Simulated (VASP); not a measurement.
# C in VASP: notebook

The runs below take C through single point, with PBE.

Everything below comes from runs of VASP 6.6.1. Logs are shortened: lines on timing, memory, paths and dates and some standing lists are left out, and cuts for length are marked.

### Step 1. The cell of the first run

The cell holds a wire with vacuum, 2 atoms: a = 9.000 Å, b = 9.300 Å, c = 2.784 Å, α = 90.00°, β = 90.00°, γ = 90.00°.

### Step 2. Single point, PBE, collinear spin, ferromagnetic start

INCAR reads:

```
SYSTEM = C
PREC = Accurate
ENCUT = 520
EDIFF = 1E-7
ISMEAR = 0
SIGMA = 0.05
LREAL = .False.
LASPH = .True.
NELM = 150
ALGO = Normal
ISIF = 2
LWAVE = .False.
LCHARG = .False.
ISPIN = 2
MAGMOM = 0.5 0.5
LORBIT = 11
GGA = PE
NBANDS = 15
```

KPOINTS reads:

```
regular mesh
0
Gamma
  1 1 23
  0 0 0
```

POSCAR reads:

```
C
1.0
    9.0000000000      0.0000000000      0.0000000000
    0.0000000000      9.3000000000      0.0000000000
    0.0000000000      0.0000000000      2.7836882773
C
2
Direct
    0.5000000000      0.5000000000      0.0000000000
    0.5000000000      0.5000000000      0.4650000000
```

Potentials or basis: VASP PAW PBE potentials, release 64 (C).

On the command line:

```bash
cat potpaw_PBE.64/C/POTCAR > POTCAR
mpirun -np 1 vasp_std > vasp.out
```

OUTCAR:

```text
SYSTEM = C
   PREC = Accurate
   ENCUT = 520
   EDIFF = 1E-7
   ISMEAR = 0
   LREAL = .False.
   LASPH = .True.
   NELM = 150
   ISIF = 2
   ISPIN = 2
   LORBIT = 11
   GGA = PE

 ion  position               nearest neighbor table
   1  0.500  0.500  0.000-   2 1.29   2 1.49
   2  0.500  0.500  0.465-   1 1.29   1 1.49

  LATTYP: Found a simple orthorhombic cell.
 ALAT       =     2.7836882773
 B/A-ratio  =     3.2331206311
 C/A-ratio  =     3.3408913188

  Lattice vectors:

 A1 = (   0.0000000000,   0.0000000000,   2.7836882773)
 A2 = (   9.0000000000,   0.0000000000,   0.0000000000)
 A3 = (   0.0000000000,   9.3000000000,   0.0000000000)

Analysis of symmetry for initial positions (statically):
=====================================================================
 Subroutine PRICEL returns:
 Original cell was already a primitive cell.

 Routine SETGRP: Setting up the symmetry group for a
 simple orthorhombic supercell.

 Subroutine GETGRP returns: Found  8 space group operations
 (whereof  4 operations were pure point group operations)
 out of a pool of  8 trial point group operations.

The static configuration has the point symmetry C_2v.
 The point group associated with its full space group is D_2h.

Analysis of symmetry for dynamics (positions and initial velocities):
=====================================================================
 Subroutine PRICEL returns:
 Original cell was already a primitive cell.

 Routine SETGRP: Setting up the symmetry group for a
 simple orthorhombic supercell.

 Subroutine GETGRP returns: Found  8 space group operations
 (whereof  4 operations were pure point group operations)
 out of a pool of  8 trial point group operations.

The dynamic configuration has the point symmetry C_2v.
 The point group associated with its full space group is D_2h.

Analysis of structural, dynamic, and magnetic symmetry:
=====================================================================
 Subroutine PRICEL returns:
 Original cell was already a primitive cell.

 Routine SETGRP: Setting up the symmetry group for a
 simple orthorhombic supercell.

 Subroutine GETGRP returns: Found  8 space group operations
 (whereof  4 operations were pure point group operations)
 out of a pool of  8 trial point group operations.

The overall configuration has the point symmetry C_2v.
 The point group associated with its full space group is D_2h.

 Subroutine INISYM returns: Found  8 space group operations
 (whereof  4 operations are pure point group operations),
 and found     1 'primitive' translations

[... 135 lines left out ...]
 cond. band min:      -3.8446948630   @ k =   0.0000   0.0000   0.4783
 fundamental gap:      1.7484050196
 Fermi energy:        -5.3709385988

 spin component 1

 k-point     1 :       0.0000    0.0000    0.0000
  band No.  band energies     occupation
      1     -20.1023      1.00000
      2     -12.8638      1.00000
      3      -9.1743      1.00000
      4      -9.1742      1.00000
      5      -0.1957      0.00000
      6       0.1091      0.00000
      7       1.5698      0.00000
      8       1.5778      0.00000
      9       1.6789      0.00000
     10       2.2488      0.00000
     11       2.6258      0.00000
     12       3.6668      0.00000
     13       3.6737      0.00000
     14       4.1053      0.00000
[... 184 lines left out ...]
      1     -17.9902      1.00000
      2     -16.5829      1.00000
      3      -5.5931      1.00000
      4      -5.5931      1.00000
      5      -3.8447      0.00000
      6      -3.8446      0.00000
      7       3.5628      0.00000
      8       4.4323      0.00000
      9       5.8614      0.00000
     10       5.9611      0.00000
     11       6.0257      0.00000
     12       6.0676      0.00000
     13       6.7197      0.00000
     14       6.7993      0.00000
     15       6.8722      0.00000
 Fermi energy:        -5.3709385988

 spin component 2

 k-point     1 :       0.0000    0.0000    0.0000
  band No.  band energies     occupation
      1     -20.1023      1.00000
      2     -12.8638      1.00000
      3      -9.1743      1.00000
      4      -9.1742      1.00000
      5      -0.1948      0.00000
      6       0.1091      0.00000
      7       1.5711      0.00000
      8       1.5769      0.00000
      9       1.6801      0.00000
     10       2.2555      0.00000
     11       2.6259      0.00000
     12       3.6724      0.00000
     13       3.6789      0.00000
     14       4.1053      0.00000
[... 185 lines left out ...]
      2     -16.5829      1.00000
      3      -5.5931      1.00000
      4      -5.5931      1.00000
      5      -3.8447      0.00000
      6      -3.8446      0.00000
      7       3.5629      0.00000
      8       4.4329      0.00000
      9       5.8650      0.00000
     10       5.9623      0.00000
     11       6.0246      0.00000
     12       6.0686      0.00000
     13       6.7254      0.00000
     14       6.8005      0.00000
     15       6.9064      0.00000

------------------------ aborting loop because EDIFF is reached ----------------------------------------

  FORCE on cell =-STRESS in cart. coord.  units (eV):
  Direction    XX          YY          ZZ          XY          YZ          ZX
  --------------------------------------------------------------------------------------
  -------------------------------------------------------------------------------------
  Total       -0.0076692     -0.0081267    -14.8919943      0.0000000      0.0000000      0.0000000
  in kB       -0.0527370     -0.0558831   -102.4041095      0.0000000      0.0000000      0.0000000
  external PRESSURE =     -34.1709099 kB  Pullay stress =       0.0000000 kB

 VOLUME and BASIS-vectors are now :
 -----------------------------------------------------------------------------
  energy-cutoff  :      520.00
  volume of cell :      232.99
      direct lattice vectors                 reciprocal lattice vectors
     9.000000000  0.000000000  0.000000000     0.111111111  0.000000000  0.000000000
     0.000000000  9.300000000  0.000000000     0.000000000  0.107526882  0.000000000
     0.000000000  0.000000000  2.783688277     0.000000000  0.000000000  0.359235626

 POSITION                                       TOTAL-FORCE (eV/Angst)
 -----------------------------------------------------------------------------------
      4.50000      4.65000      0.00000         0.000000      0.000000     -0.617463
      4.50000      4.65000      1.29442         0.000000      0.000000      0.617463
 -----------------------------------------------------------------------------------
    total drift:                                0.000000      0.000000     -0.000008

  FREE ENERGIE OF THE ION-ELECTRON SYSTEM (eV)
  ---------------------------------------------------
  free  energy   TOTEN  =       -15.8026997159 eV

  energy  without entropy=      -15.8026997159  energy(sigma->0) =      -15.80269972

 total charge

# of ion       s       p       d       tot
------------------------------------------
    1        0.830   1.629   0.000   2.459
    2        0.830   1.629   0.000   2.459
--------------------------------------------------
tot          1.661   3.258   0.000   4.919

 magnetization (x)

# of ion       s       p       d       tot
------------------------------------------
    1        0.000  -0.000   0.000   0.000
    2        0.000  -0.000   0.000   0.000
--------------------------------------------------
tot          0.000  -0.000   0.000   0.000
```

stdout:

```text
POSCAR found type information on POSCAR C
 POSCAR found :  1 types and       2 ions
 scaLAPACK will be used
 LDA part: xc-table for (Slater+PW92), standard interpolation
 POSCAR, INCAR and KPOINTS ok, starting setup
 FFT: planning ... GRIDC
 FFT: planning ... GRID_SOFT
 FFT: planning ... GRID
 WAVECAR not read
 entering main loop
```

Run time: 90 s. Hardware: 1 thread of AMD EPYC 9R14 (Zen 4), shared host; peak memory 0.39 GiB.

What came out:

* Free energy: -15.8027 eV
* Largest force: 0.617 eV/Å
* Band gap on the k mesh: 1.75 eV
* Net moment: 0.00 μB per cell
* Valence electrons inside the program's atomic spheres: C 2.46

Forces in eV/Å, atoms in the order of the input:
```
C    0.000  0.000 -0.617
C    0.000  0.000  0.617
```

Levels at points of the mesh, in eV from the valence-band top:
Spin up:
| k point | band 2 | band 3 | band 4 | band 5 | band 6 | band 7 |
| --- | --- | --- | --- | --- | --- | --- |
| (0.00, 0.00, 0.00) | -7.27 | -3.58 | -3.58 | 5.40 | 5.70 | 7.16 |
Spin down:
```
           k point  band 1  band 2  band 3  band 4  band 5  band 6  band 7  band 8
(0.00, 0.00, 0.00)  -14.51   -7.27   -3.58   -3.58    5.40    5.70    7.16    7.17
```

### Step 3. Single point, PBE, collinear spin, ferromagnetic start

INCAR reads:

```
PREC = Accurate
ENCUT = 520
EDIFF = 1E-6
ISMEAR = 0
SIGMA = 0.05
LREAL = F
LASPH = T
NELM = 150
ALGO = Normal
ISIF = 2
LWAVE = F
LCHARG = F
ISPIN = 2
MAGMOM = 0.5 0.5
LORBIT = 11
GGA = PE
NBANDS = 15
```

KPOINTS reads:

```
regular mesh
0
Gamma
  1 1 23
```

POSCAR is that of step 2.

Potentials or basis: VASP PAW PBE potentials, release 64 (C).

On the command line:

```bash
cat potpaw_PBE.64/C/POTCAR > POTCAR
mpirun -np 1 vasp_std > vasp.out
```

OUTCAR:

```text
PREC = Accurate
   ENCUT = 520
   EDIFF = 1E-6
   ISMEAR = 0
   LREAL = F
   LASPH = T
   NELM = 150
   ISIF = 2
   ISPIN = 2
   LORBIT = 11
   GGA = PE

 ion  position               nearest neighbor table
   1  0.500  0.500  0.000-   2 1.29   2 1.49
   2  0.500  0.500  0.465-   1 1.29   1 1.49

  LATTYP: Found a simple orthorhombic cell.
 ALAT       =     2.7836882773
 B/A-ratio  =     3.2331206311
 C/A-ratio  =     3.3408913188

  Lattice vectors:

 A1 = (   0.0000000000,   0.0000000000,   2.7836882773)
 A2 = (   9.0000000000,   0.0000000000,   0.0000000000)
 A3 = (   0.0000000000,   9.3000000000,   0.0000000000)

Analysis of symmetry for initial positions (statically):
=====================================================================
 Subroutine PRICEL returns:
 Original cell was already a primitive cell.

 Routine SETGRP: Setting up the symmetry group for a
 simple orthorhombic supercell.

 Subroutine GETGRP returns: Found  8 space group operations
 (whereof  4 operations were pure point group operations)
 out of a pool of  8 trial point group operations.

The static configuration has the point symmetry C_2v.
 The point group associated with its full space group is D_2h.

Analysis of symmetry for dynamics (positions and initial velocities):
=====================================================================
 Subroutine PRICEL returns:
 Original cell was already a primitive cell.

 Routine SETGRP: Setting up the symmetry group for a
 simple orthorhombic supercell.

 Subroutine GETGRP returns: Found  8 space group operations
 (whereof  4 operations were pure point group operations)
 out of a pool of  8 trial point group operations.

The dynamic configuration has the point symmetry C_2v.
 The point group associated with its full space group is D_2h.

Analysis of structural, dynamic, and magnetic symmetry:
=====================================================================
 Subroutine PRICEL returns:
 Original cell was already a primitive cell.

 Routine SETGRP: Setting up the symmetry group for a
 simple orthorhombic supercell.

 Subroutine GETGRP returns: Found  8 space group operations
 (whereof  4 operations were pure point group operations)
 out of a pool of  8 trial point group operations.

The overall configuration has the point symmetry C_2v.
 The point group associated with its full space group is D_2h.

 Subroutine INISYM returns: Found  8 space group operations
 (whereof  4 operations are pure point group operations),
 and found     1 'primitive' translations

----------------------------------------------------------------------------------------

                                     Primitive cell

  volume of cell :     232.9947

  direct lattice vectors                    reciprocal lattice vectors
     9.000000000  0.000000000  0.000000000     0.111111111  0.000000000  0.000000000
     0.000000000  9.300000000  0.000000000     0.000000000  0.107526882  0.000000000
     0.000000000  0.000000000  2.783688277     0.000000000  0.000000000  0.359235626

  length of vectors
     9.000000000  9.300000000  2.783688277     0.111111111  0.107526882  0.359235626

  position of ions in fractional coordinates (direct lattice)
     0.500000000  0.500000000  0.000000000
     0.500000000  0.500000000  0.465000000

  ion indices of the primitive-cell ions
   primitive index   ion index
                 1           1
[... 82 lines left out ...]
  Fermi-wavevector in a.u.,A,eV,Ry     =   0.532095  1.005514  3.852156  0.283125
  Thomas-Fermi vector in A             =   1.555423
   LORBIT       =     11    0 simple, 1 ext, 2 COOP (PROOUT), +10 PAW based schemes
   GGA     = PE    functional components
   LHFCALC =     F    Hartree Fock is set to
   AEXX    =    0.0000 exact exchange contribution
   IVDW    =     0    specifies the selected vdW correction
   LEPSILON=     F    determine dielectric tensor
   LRPA    =     F    only Hartree local field effects (RPA)
 spin polarized calculation
 Gauss-broadening in eV      SIGMA  =   0.05
  energy-cutoff  :      520.00
  volume of cell :      232.99
 maximum number of plane-waves:      6294
 NGX is ok and might be reduce to    70
   NGX = 33   NGY = 35   NGZ = 11

 number of electron       8.0000000 magnetization       0.0000086

 number of electron       8.0000000 magnetization      -0.0000056

 Free energy of the ion-electron system (eV)
  ---------------------------------------------------
  ext. energy  EPLUGINS =         0.00000000
  ---------------------------------------------------
  free energy    TOTEN  =       -15.80269911 eV

  energy without entropy =      -15.80269911  energy(sigma->0) =      -15.80269911

 E-fermi :  -5.3653     XC(G=0):  -1.7719

 val. band max:       -5.5931360686   @ k =   0.0000   0.0000   0.4783
 cond. band min:      -3.8447277658   @ k =   0.0000   0.0000   0.4783
 fundamental gap:      1.7484083028
 Fermi energy:        -5.3653297317

 spin component 1

 k-point     1 :       0.0000    0.0000    0.0000
  band No.  band energies     occupation
      1     -20.1024      1.00000
      2     -12.8639      1.00000
      3      -9.1743      1.00000
      4      -9.1743      1.00000
      5      -0.1865      0.00000
      6       0.1091      0.00000
      7       1.5777      0.00000
      8       1.5874      0.00000
      9       1.6837      0.00000
     10       2.2916      0.00000
     11       2.6271      0.00000
     12       3.6893      0.00000
     13       3.6976      0.00000
     14       4.1053      0.00000
[... 184 lines left out ...]
      1     -17.9903      1.00000
      2     -16.5829      1.00000
      3      -5.5932      1.00000
      4      -5.5931      1.00000
      5      -3.8447      0.00000
      6      -3.8447      0.00000
      7       3.5654      0.00000
      8       4.4381      0.00000
      9       5.8837      0.00000
     10       5.9684      0.00000
     11       6.0383      0.00000
     12       6.0720      0.00000
     13       6.7511      0.00000
     14       6.8067      0.00000
     15       6.8863      0.00000
 Fermi energy:        -5.3653297317

 spin component 2

 k-point     1 :       0.0000    0.0000    0.0000
  band No.  band energies     occupation
      1     -20.1024      1.00000
      2     -12.8639      1.00000
      3      -9.1743      1.00000
      4      -9.1743      1.00000
      5      -0.1912      0.00000
      6       0.1091      0.00000
      7       1.5729      0.00000
      8       1.5912      0.00000
      9       1.6786      0.00000
     10       2.2441      0.00000
     11       2.6247      0.00000
     12       3.6737      0.00000
     13       3.6840      0.00000
     14       4.1053      0.00000
[... 185 lines left out ...]
      2     -16.5829      1.00000
      3      -5.5932      1.00000
      4      -5.5931      1.00000
      5      -3.8447      0.00000
      6      -3.8447      0.00000
      7       3.5644      0.00000
      8       4.4354      0.00000
      9       5.8635      0.00000
     10       5.9640      0.00000
     11       6.0411      0.00000
     12       6.0673      0.00000
     13       6.7182      0.00000
     14       6.8023      0.00000
     15       6.9052      0.00000

------------------------ aborting loop because EDIFF is reached ----------------------------------------

  FORCE on cell =-STRESS in cart. coord.  units (eV):
  Direction    XX          YY          ZZ          XY          YZ          ZX
  --------------------------------------------------------------------------------------
  -------------------------------------------------------------------------------------
  Total       -0.0075460     -0.0079733    -14.8920091      0.0000000      0.0000000      0.0000000
  in kB       -0.0518894     -0.0548280   -102.4042111      0.0000000      0.0000000      0.0000000
  external PRESSURE =     -34.1703095 kB  Pullay stress =       0.0000000 kB

 VOLUME and BASIS-vectors are now :
 -----------------------------------------------------------------------------
  energy-cutoff  :      520.00
  volume of cell :      232.99
      direct lattice vectors                 reciprocal lattice vectors
     9.000000000  0.000000000  0.000000000     0.111111111  0.000000000  0.000000000
     0.000000000  9.300000000  0.000000000     0.000000000  0.107526882  0.000000000
     0.000000000  0.000000000  2.783688277     0.000000000  0.000000000  0.359235626

 POSITION                                       TOTAL-FORCE (eV/Angst)
 -----------------------------------------------------------------------------------
      4.50000      4.65000      0.00000         0.000000      0.000000     -0.617413
      4.50000      4.65000      1.29442         0.000000      0.000000      0.617413
 -----------------------------------------------------------------------------------
    total drift:                                0.000000      0.000000     -0.000008

  FREE ENERGIE OF THE ION-ELECTRON SYSTEM (eV)
  ---------------------------------------------------
  free  energy   TOTEN  =       -15.8026991107 eV

  energy  without entropy=      -15.8026991106  energy(sigma->0) =      -15.80269911

 total charge

# of ion       s       p       d       tot
------------------------------------------
    1        0.830   1.629   0.000   2.459
    2        0.830   1.629   0.000   2.459
--------------------------------------------------
tot          1.661   3.258   0.000   4.919

 magnetization (x)

# of ion       s       p       d       tot
------------------------------------------
    1        0.000  -0.000   0.000  -0.000
    2        0.000  -0.000   0.000  -0.000
--------------------------------------------------
tot          0.000  -0.000   0.000  -0.000
```

OSZICAR:

```text
N       E                     dE             d eps       ncg     rms          rms(c)
DAV:   1     0.468007835895E+02    0.46801E+02   -0.23500E+03   744   0.321E+02
[... 14 lines left out ...]
DAV:  16    -0.158024813050E+02   -0.29230E-03   -0.26492E-05   770   0.177E-02    0.356E-03
DAV:  17    -0.158025889026E+02   -0.10760E-03   -0.88863E-06   772   0.120E-02    0.244E-03
DAV:  18    -0.158026692630E+02   -0.80360E-04   -0.53832E-06   764   0.102E-02    0.153E-03
DAV:  19    -0.158026868228E+02   -0.17560E-04   -0.83946E-07   770   0.506E-03    0.587E-04
DAV:  20    -0.158026967932E+02   -0.99704E-05   -0.47221E-07   792   0.307E-03    0.318E-04
DAV:  21    -0.158026981611E+02   -0.13680E-05   -0.78427E-08   784   0.138E-03    0.144E-04
DAV:  22    -0.158026991107E+02   -0.94952E-06   -0.40184E-08   835   0.944E-04
   1 F= -.15802699E+02 E0= -.15802699E+02  d E =-.472478E-11  mag=    -0.0000
```

It took 83 s on 1 thread of AMD EPYC 9R14 (Zen 4), shared host; peak memory 0.39 GiB.

What came out:

```yaml
Free_energy: -15.8027 eV
Largest_force: 0.617 eV/Å
Band_gap_on_the_k_mesh: 1.75 eV
Net_moment: 0.00 μB per cell
Valence_electrons_inside_the_program's_atomic_spheres: C 2.46
```

Forces in eV/Å, atoms in the order of the input:
```
C    0.000  0.000 -0.617
C    0.000  0.000  0.617
```
